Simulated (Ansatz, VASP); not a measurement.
**One calculation of Hf, two programs**

INCAR

```
SYSTEM = Hf
PREC     = Accurate       ! precision mode
ENCUT    = 520            ! plane-wave cutoff, eV
EDIFF    = 1E-6           ! SCF threshold, eV
ISMEAR   = -1             ! smearing method
SIGMA    = 0.05           ! smearing width, eV
LREAL    = .FALSE.        ! projectors in reciprocal space
LASPH    = .TRUE.         ! aspherical terms in the spheres
NELM     = 150            ! most SCF steps
ALGO     = Normal         ! electronic algorithm
ISIF     = 2              ! what is computed and relaxed
LWAVE    = .FALSE.        ! write WAVECAR
LCHARG   = .TRUE.         ! write CHGCAR
MAGMOM   = 0 0 0 0 0 0    ! initial moments
LORBIT   = 11             ! projections on sites
LSORBIT  = .TRUE.         ! spin-orbit coupling
GGA_COMPAT= .FALSE.      
LORBMOM  = .TRUE.       
LMAXMIX  = 4              ! l up to which the mixer works
GGA      = PS             ! functional
LVHAR    = .TRUE.       
NBANDS   = 32             ! bands
```

KPOINTS

```
Automatic mesh
0
G
  7 7 4
  0 0 0
```

Contents of POSCAR:

```
Hf
1.0
    3.1967000000      0.0000000000      0.0000000000
   -1.5983500000      2.7684234083      0.0000000000
    0.0000000000      0.0000000000      5.0578000000
Hf
2
Direct
    0.6666666667      0.3333333333      0.7500000000
    0.3333333333      0.6666666667      0.2500000000
```

File input.yaml:

```yaml
crystal:
  lattice:
    - [3.1967, 0.0, 0.0]
    - [-1.59835, 2.7684234083, 0.0]
    - [0.0, 0.0, 5.0578]
  atoms:
    - { symbol: Hf, position: [0.6666666667, 0.3333333333, 0.75] }
    - { symbol: Hf, position: [0.3333333333, 0.6666666667, 0.25] }
kpoints:
  mp_grid: { grid: [7, 7, 4] }
  band_path:
    path:
      - [0.0, 0.0, 0.0]
      - [0.5, 0.0, 0.0]
      - [0.3333333333, 0.3333333333, 0.0]
      - [0.0, 0.0, 0.0]
      - [0.0, 0.0, 0.5]
      - [0.5, 0.0, 0.5]
      - [0.3333333333, 0.3333333333, 0.5]
      - [0.0, 0.0, 0.5]
    npoints: 6
scf:
  occupations: { method: fermi_dirac, width: 0.05 }
hamiltonian:
  xc: pbesol
  pseudopotentials: { kind: all_electron, lapw: { basis_error: 0.001 } }
magnetization:
  noncollinear: true
  spin_orbit: true
output:
  forces: true
  stress: true
  eigenvalues: true
```

Alike in both runs: functional PBEsol; k mesh 7 × 7 × 4; occupations fermi-dirac, width 0.05 eV; non-collinear spin, spin-orbit coupling.

```csv
,VASP,Ansatz
version,VASP 6.6.1,Ansatz 0.2.0
potentials or method,"VASP PAW PBE potentials, release 64 (Hf_pv), cutoff 520 eV","all-electron LAPW, relativistic spinors"
task,single point,band structure
```

VASP gave:

| Item | Value |
| --- | --- |
| pressure (GPa) | -4.2 |
| traceless stress, the component that is largest in VASP (GPa) | 0.64 |
| net moment per atom (μB) | 0.00 |

Problem. Estimate Ansatz's values.

Solution. Pressure (GPa): -3.8; traceless stress, the component that is largest in VASP (GPa): 0.77; net moment per atom (μB): 0.00.

VASP's potentials were made for PBE, not for PBEsol. Ansatz ran all-electron here, and VASP with PAW potentials.

Noted on Ansatz's run: the k mesh is thin for a metal, which can move the energy by tens of meV per atom.
